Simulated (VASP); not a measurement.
# MoH3 (Pmm2) in VASP: relaxation of cell and atoms with PBE

Aim: the relaxation of cell and atoms of MoH3 with PBE.

All numbers are computed with VASP 6.6.1; they aren't measurements. Logs are shortened: lines on timing, memory, paths and dates and some standing lists are left out, and cuts for length are marked.

### 1 The cell of the first run

It takes space group Pmm2 (No. 25, orthorhombic). The conventional cell has a = 2.681 Å, b = 4.168 Å, c = 4.552 Å, α = 90.00°, β = 90.00°, γ = 90.00°. H (site symmetry mm2) has 8 H at 2.59 to 2.68 Å and 4 Mo at 2.64 to 2.65 Å within 3.4 Å. H (site symmetry mm2) has 4 Mo at 2.58 Å and 8 H at 2.59 to 2.69 Å within 3.4 Å. H (site symmetry mm2) has 2 Mo at 2.57 Å and 10 H at 2.59 to 2.69 Å within 3.4 Å. Mo (site symmetry mm2) has 10 H at 2.57 to 2.65 Å and 2 Mo at 2.68 Å within 3.4 Å.

### 2 Relaxation of cell and atoms, PBE

File INCAR:

```
  ALGO = Normal
  EDIFF = 1E-6
  EDIFFG = -0.04
  ENCUT = 600
  GGA = PE
  IBRION = 2
  ISIF = 3
  ISMEAR = 0
  LASPH = True
  LCHARG = False
  LREAL = False
  LWAVE = False
  NELM = 100
  NSW = 90
  PREC = Accurate
  SIGMA = 0.1
```

File KPOINTS:

```
k-points
0
Gamma
  6 4 4
```

File POSCAR:

```
MoH3
1.0
    2.6811719700      0.0000000000      0.0000000000
    0.0000000000      4.1682681000      0.0000000000
    0.0000000000      0.0000000000      4.5515902800
H Mo
3 1
Direct
    0.0000000000      0.0000000000      0.6687756200
    0.0000000000      0.5000000000      0.3256524500
    0.5000000000      0.5000000000      0.8378144500
    0.5000000000      0.0000000000      0.1677565000
```

Potentials or basis: VASP PAW PBE potentials, release 64 (H, Mo_sv).

Started as:

```bash
$ cat potpaw_PBE.64/H/POTCAR potpaw_PBE.64/Mo_sv/POTCAR > POTCAR
$ mpirun -np 1 vasp_std > vasp.out
```

OUTCAR:

```text
EDIFF = 1E-6
   EDIFFG = -0.04
   ENCUT = 600
   GGA = PE
   IBRION = 2
   ISIF = 3
   ISMEAR = 0
   LASPH = True
   LREAL = False
   NELM = 100
   NSW = 90
   PREC = Accurate

 ion  position               nearest neighbor table
   1  0.000  0.000  0.669-
   2  0.000  0.500  0.326-
   3  0.500  0.500  0.838-
   4  0.500  0.000  0.168-

  LATTYP: Found a simple orthorhombic cell.
 ALAT       =     2.6811719700
 B/A-ratio  =     1.5546440686
 C/A-ratio  =     1.6976122125

  Lattice vectors:

 A1 = (   2.6811719700,   0.0000000000,   0.0000000000)
 A2 = (   0.0000000000,   4.1682681000,   0.0000000000)
 A3 = (   0.0000000000,   0.0000000000,   4.5515902800)

Analysis of symmetry for initial positions (statically):
=====================================================================
 Subroutine PRICEL returns:
 Original cell was already a primitive cell.

 Routine SETGRP: Setting up the symmetry group for a
 simple orthorhombic supercell.

 Subroutine GETGRP returns: Found  4 space group operations
 (whereof  4 operations were pure point group operations)
 out of a pool of  8 trial point group operations.

The static configuration has the point symmetry C_2v.

Analysis of symmetry for dynamics (positions and initial velocities):
=====================================================================
 Subroutine PRICEL returns:
 Original cell was already a primitive cell.

 Routine SETGRP: Setting up the symmetry group for a
 simple orthorhombic supercell.

 Subroutine GETGRP returns: Found  4 space group operations
 (whereof  4 operations were pure point group operations)
 out of a pool of  8 trial point group operations.

The dynamic configuration has the point symmetry C_2v.

 Subroutine INISYM returns: Found  4 space group operations
 (whereof  4 operations are pure point group operations),
 and found     1 'primitive' translations

----------------------------------------------------------------------------------------

                                     Primitive cell

  volume of cell :      50.8679

  direct lattice vectors                    reciprocal lattice vectors
     2.681171970  0.000000000  0.000000000     0.372971227  0.000000000  0.000000000
     0.000000000  4.168268100  0.000000000     0.000000000  0.239907793  0.000000000
     0.000000000  0.000000000  4.551590280     0.000000000  0.000000000  0.219703431

  length of vectors
     2.681171970  4.168268100  4.551590280     0.372971227  0.239907793  0.219703431

  position of ions in fractional coordinates (direct lattice)
     0.000000000  0.000000000  0.668775620
     0.000000000  0.500000000  0.325652450
     0.500000000  0.500000000  0.837814450
     0.500000000  0.000000000  0.167756500

  ion indices of the primitive-cell ions
   primitive index   ion index
                 1           1
                 2           2
                 3           3
                 4           4

----------------------------------------------------------------------------------------

 KPOINTS: k-points

Automatic generation of k-mesh.
 Grid dimensions read from file:
 generate k-points for:    6    4    4

 Generating k-lattice:

  Cartesian coordinates                     Fractional coordinates (reciprocal lattice)
     0.062161871  0.000000000  0.000000000     0.166666667  0.000000000  0.000000000
     0.000000000  0.059976948  0.000000000     0.000000000  0.250000000  0.000000000
     0.000000000  0.000000000  0.054925858     0.000000000  0.000000000  0.250000000

  Length of vectors
     0.062161871  0.059976948  0.054925858

  Shift w.r.t. Gamma in fractional coordinates (k-lattice)
     0.000000000  0.000000000  0.000000000

 Subroutine IBZKPT returns following result:
 ===========================================

 Found     36 irreducible k-points:

 Following reciprocal coordinates:
            Coordinates               Weight
  0.000000  0.000000  0.000000      1.000000
  0.166667  0.000000  0.000000      2.000000
  0.333333  0.000000  0.000000      2.000000
  0.500000  0.000000  0.000000      1.000000
  0.000000  0.250000  0.000000      2.000000
  0.166667  0.250000  0.000000      4.000000
[... 16 lines left out ...]
  0.333333  0.500000  0.250000      4.000000
  0.500000  0.500000  0.250000      2.000000
 [... further k-points ...]
   k-points           NKPTS =     36   k-points in BZ     NKDIM =     36   number of bands    NBANDS=     12
   number of dos      NEDOS =    301   number of ions     NIONS =      4
   total plane-waves  NPLWV =  31104
   dimension x,y,z NGX =    24 NGY =   36 NGZ =   36
   dimension x,y,z NGXF=    48 NGYF=   72 NGZF=   72
   ions per type =               3   1
   NGX,Y,Z   is equivalent  to a cutoff of  14.88, 14.36, 13.15 a.u.
   NGXF,Y,Z  is equivalent  to a cutoff of  29.76, 28.72, 26.30 a.u.
 SYSTEM =  unknown system
   PREC   = accura    normal or accurate (medium, high low for compatibility)
   ISTART =      0    job   : 0-new  1-cont  2-samecut
   ICHARG =      2    charge: 1-file 2-atom 10-const
   ISPIN  =      1    spin polarized calculation?
   LNONCOLLINEAR =      F non collinear calculations
   LSORBIT =      F    spin-orbit coupling
   LASPH  =      T    aspherical Exc in radial PAW
   ENCUT  =  600.0 eV  44.10 Ry    6.64 a.u.   5.35  8.33  9.09*2*pi/ulx,y,z
   NELM   =    100;   NELMIN=  2; NELMDL= -5     # of ELM steps
   EDIFF  = 0.1E-05   stopping-criterion for ELM
   LREAL  =      F    real-space projection
   EDIFFG = -.4E-01   stopping-criterion for IOM
   NSW    =     90    number of steps for IOM
   IBRION =      2    ionic relax: 0-MD 1-quasi-New 2-CG
   NFREE  =      1    steps in history (QN), initial steepest desc. (CG)
   ISIF   =      3    stress and relaxation
   ISYM   =      2    0-nonsym 1-usesym 2-fastsym
   POTIM  = 0.5000    time-step for ionic-motion
   TEBEG  =    0.0;   TEEND  =   0.0 temperature during run
   PSTRESS=    0.0 pullay stress
   NELECT =      17.0000    total number of electrons
   NUPDOWN=      -1.0000    fix difference up-down
   EMIN   =  10.00;   EMAX   =-10.00  energy-range for DOS
   EFERMI =   0.00;   METHOD = LEGACY
   ISMEAR =     0;   SIGMA  =   0.10  broadening in eV -4-tet -1-fermi 0-gaus
   EFERMI_NEDOS =   21; number of points for ismear=-14 and -15
   IALGO  =     38    algorithm
   IMIX   =      4    mixing-type and parameters
     AMIX     =   0.40;   BMIX     =  1.00
     AMIX_MAG =   1.60;   BMIX_MAG =  1.00
  volume/ion in A,a.u.               =      12.72        85.82
  Fermi-wavevector in a.u.,A,eV,Ry     =   1.136083  2.146885 17.560823  1.290684
  Thomas-Fermi vector in A             =   2.272788
   LORBIT       =      0    0 simple, 1 ext, 2 COOP (PROOUT), +10 PAW based schemes
   GGA     = PE    functional components
   LHFCALC =     F    Hartree Fock is set to
   AEXX    =    0.0000 exact exchange contribution
   IVDW    =     0    specifies the selected vdW correction
   LEPSILON=     F    determine dielectric tensor
   LRPA    =     F    only Hartree local field effects (RPA)
 conjugate gradient relaxation of ions
 non-spin polarized calculation
 Gauss-broadening in eV      SIGMA  =   0.10
  energy-cutoff  :      600.00
  volume of cell :       50.87
 maximum number of plane-waves:      1736
 NGX is ok and might be reduce to    24
   NGX = 11   NGY = 17   NGZ = 19

--------------------------------------- Ionic step        1  -------------------------------------------

 number of electron      17.0000001 magnetization

 Free energy of the ion-electron system (eV)
  ---------------------------------------------------
  ext. energy  EPLUGINS =         0.00000000
  ---------------------------------------------------
  free energy    TOTEN  =       -14.98158974 eV

  energy without entropy =      -14.96370174  energy(sigma->0) =      -14.97264574

 E-fermi :   1.8606     XC(G=0):  -9.0420

 val. band max:        1.8380439475   @ k =   0.1667   0.2500   0.2500
 cond. band min:       1.8935299046   @ k =   0.5000   0.2500   0.2500
 fundamental gap:      0.0554859572
 Fermi energy:         1.8606312296

 k-point     1 :       0.0000    0.0000    0.0000
  band No.  band energies     occupation
      1     -59.8320      2.00000
      2     -33.8428      2.00000
      3     -33.7489      2.00000
      4     -33.3377      2.00000
      5      -4.7404      2.00000
      6      -1.5574      2.00000
      7      -1.5308      2.00000
      8       1.4060      2.00000
      9       1.4515      2.00000
     10       3.5361      0.00000
     11       3.5807      0.00000
     12       4.5844      0.00000
[... 452 lines left out ...]
  FREE ENERGIE OF THE ION-ELECTRON SYSTEM (eV)
  ---------------------------------------------------
  free  energy   TOTEN  =       -18.6656226355 eV

  energy  without entropy=      -18.6545997150  energy(sigma->0) =      -18.66011118

[... ionic steps 4 to 27 ...]

--------------------------------------- Ionic step       28  -------------------------------------------

 number of electron      17.0000000 magnetization

------------------------ aborting loop because EDIFF is reached ----------------------------------------

  FORCE on cell =-STRESS in cart. coord.  units (eV):
  Direction    XX          YY          ZZ          XY          YZ          ZX
  --------------------------------------------------------------------------------------
  -------------------------------------------------------------------------------------
  Total        0.1834266      0.3053629     -0.0818336      0.0000000      0.0000000      0.0000000
  in kB       12.0392471     20.0425656     -5.3711656      0.0000000      0.0000000      0.0000000
  external PRESSURE =       8.9035491 kB  Pullay stress =       0.0000000 kB
[... 61 lines left out ...]
  energy  without entropy=      -19.9172628421  energy(sigma->0) =      -19.92118513

--------------------------------------- Ionic step       30  -------------------------------------------

 number of electron      17.0000000 magnetization

 Free energy of the ion-electron system (eV)
  ---------------------------------------------------
  ext. energy  EPLUGINS =         0.00000000
  ---------------------------------------------------
  free energy    TOTEN  =       -19.92554936 eV

  energy without entropy =      -19.91772261  energy(sigma->0) =      -19.92163598

 E-fermi :   8.9931     XC(G=0): -12.3818

 val. band max:        8.9890157284   @ k =   0.5000   0.0000   0.5000
 cond. band min:       9.0347567849   @ k =   0.0000   0.5000   0.5000
 fundamental gap:      0.0457410565
 Fermi energy:         8.9931468975

 k-point     1 :       0.0000    0.0000    0.0000
  band No.  band energies     occupation
      1     -52.1443      2.00000
      2     -25.9745      2.00000
      3     -25.9699      2.00000
      4     -25.9566      2.00000
      5      -2.7306      2.00000
      6       3.5467      2.00000
      7       3.7423      2.00000
      8      10.7406      0.00000
      9      10.8424      0.00000
     10      10.8823      0.00000
     11      14.9937      0.00000
     12      15.3383      0.00000
[... 376 lines left out ...]
  FREE ENERGIE OF THE ION-ELECTRON SYSTEM (eV)
  ---------------------------------------------------
  free  energy   TOTEN  =       -19.9255493599 eV

  energy  without entropy=      -19.9177226079  energy(sigma->0) =      -19.92163598

 reached required accuracy - stopping structural energy minimisation
```

Wall time 4.3 min (1 thread of Intel Xeon Platinum 8375C at 2.90GHz (Ice Lake), shared host); peak memory 0.21 GiB.

Results:

* Free energy: -19.9255 eV
* Relaxed volume: 6.14 Å³/atom
* Relaxed cell: a = 2.854 Å, b = 2.923 Å, c = 2.941 Å, α = 90.00°, β = 90.00°, γ = 90.00°
* Space group after relaxing (to 0.05 Å): Pmm2 (No. 25)
* Energy gained by relaxing: 1236.0 meV/atom
* Ionic steps: 30
* Pressure after relaxing: -0.2 GPa
* Largest force after relaxing: 0.027 eV/Å

Forces in eV/Å, atoms in the order of the input:
```
H    0.000  0.000  0.027
H    0.000  0.000 -0.017
H    0.000  0.000 -0.022
Mo   0.000  0.000  0.012
```

Stress tensor (GPa, compression positive):
```
-0.17  0.00  0.00
 0.00  0.41  0.00
 0.00  0.00 -0.92
```

Step by step:
| step | energy change (eV) | largest force (eV/Å) | pressure (GPa) | volume (Å³) |
| --- | --- | --- | --- | --- |
| 1 | 0.0000 | 1.3735 | -26.97 | 50.87 |
| 2 | -2.7095 | 1.2849 | -22.97 | 36.64 |
| 3 | -3.6840 | 0.8297 | -3.48 | 29.38 |
| 4 | -3.7384 | 0.5833 | 11.72 | 26.88 |
| 5 | -3.7465 | 0.6850 | 5.85 | 27.72 |
| 6 | -4.2361 | 1.2942 | 12.81 | 25.90 |
| 7 | -4.2387 | 1.2055 | 12.19 | 25.97 |
| 8 | -4.5321 | 0.7276 | -6.70 | 27.68 |
| 9 | -4.5514 | 0.5884 | -11.34 | 28.25 |
| 10 | -4.7554 | 0.4971 | -8.92 | 26.88 |
| 11 | -4.8625 | 0.4101 | 0.24 | 24.88 |
| 12 | -4.9075 | 0.2289 | 0.03 | 24.75 |
| 13 | -4.9261 | 0.1821 | 0.19 | 24.62 |
| 14 | -4.9201 | 0.0616 | 1.54 | 24.37 |
| 15 | -4.9304 | 0.1287 | 0.57 | 24.51 |
| 16 | -4.9305 | 0.1362 | 0.56 | 24.53 |
| 17 | -4.9341 | 0.0896 | -0.77 | 24.67 |
| 18 | -4.9352 | 0.0514 | -2.13 | 24.83 |
| 19 | -4.9367 | 0.0496 | -1.61 | 24.76 |
| 20 | -4.9377 | 0.0440 | -0.83 | 24.66 |
| 21 | -4.9378 | 0.0466 | -0.67 | 24.63 |
| 22 | -4.9387 | 0.0453 | -0.12 | 24.57 |
| 23 | -4.9400 | 0.0463 | 1.00 | 24.42 |
| 24 | -4.9401 | 0.0472 | 1.56 | 24.35 |
| 25 | -4.9407 | 0.0452 | 1.46 | 24.36 |
| 26 | -4.9423 | 0.0382 | 1.18 | 24.38 |
| 27 | -4.9423 | 0.0405 | 0.73 | 24.43 |
| 28 | -4.9428 | 0.0291 | 0.89 | 24.41 |
| 29 | -4.9435 | 0.0282 | 0.37 | 24.47 |
| 30 | -4.9440 | 0.0272 | -0.23 | 24.54 |

Final structure:
```cif
data_structure
_symmetry_space_group_name_H-M 'P 1'
_symmetry_Int_Tables_number 1
_cell_length_a 2.8538
_cell_length_b 2.9234
_cell_length_c 2.9415
_cell_angle_alpha 90.000
_cell_angle_beta 90.000
_cell_angle_gamma 90.000
_cell_volume 24.54
loop_
_atom_site_label
_atom_site_type_symbol
_atom_site_fract_x
_atom_site_fract_y
_atom_site_fract_z
_atom_site_occupancy
H1 H 0.00000 0.00000 0.74735 1
H2 H 0.00000 0.50000 0.25622 1
H3 H 0.50000 0.50000 0.75751 1
Mo1 Mo 0.50000 0.00000 0.23891 1
```

Caveat: the k points lie up to 0.54 Å⁻¹ apart in the final cell; the volume moved by over 15 % at a fixed basis, so the end points are rough.
